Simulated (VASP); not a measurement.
## GaSb: single point with r2SCAN

The system is GaSb.

```
CELL_PARAMETERS angstrom
0.00000 3.09651 3.09651
3.09651 0.00000 3.09651
3.09651 3.09651 0.00000
ATOMIC_POSITIONS crystal
Ga 0.00000 0.00000 0.00000
Sb 0.25000 0.25000 0.25000
```

| Quantity | Value |
| --- | --- |
| Program | VASP 6.6.1 |
| Task | single point |
| Functional | r2SCAN |
| Potentials or basis | VASP PAW PBE potentials, release 64 (Ga_d, Sb) |
| Cutoff | 520 eV |
| k mesh | 10 × 10 × 10 |
| Occupations | gaussian, width 0.02 eV |
| Spin | no spin polarisation |
| Dipole correction | no |
| Further INCAR settings | ALGO = Normal; EDIFF = 1e-06; NBANDS = 16 |

```yaml
Pressure: -1.4 GPa
Band_gap_on_the_k_mesh: 0.17 eV
```

Levels at points of the mesh, in eV from the valence-band top:
| k point | band 5 | band 6 | band 7 | band 8 | band 9 | band 10 | band 11 | band 12 | band 13 | band 14 |
| --- | --- | --- | --- | --- | --- | --- | --- | --- | --- | --- |
| (0.00, 0.00, 0.00) | -15.38 | -11.67 | 0.00 | 0.00 | 0.00 | 0.18 | 2.99 | 2.99 | 2.99 | 6.30 |
| (0.50, 0.00, 0.00) | -15.38 | -10.05 | -6.40 | -1.15 | -1.15 | 0.60 | 4.01 | 4.01 | 6.93 | 9.74 |
| (0.50, 0.50, 0.00) | -15.37 | -9.21 | -6.88 | -2.56 | -2.56 | 1.15 | 1.55 | 9.02 | 9.02 | 10.46 |

Wall time 2.5 min on 1 thread of Intel Xeon 8259CL, on a shared host, peak memory 0.24 GiB.

Caveat: the PAW data sets were made with another functional, which shifts forces and pressure a little; spin-orbit coupling is left out, which moves the levels of the heavy elements. A k mesh can miss the band edges.
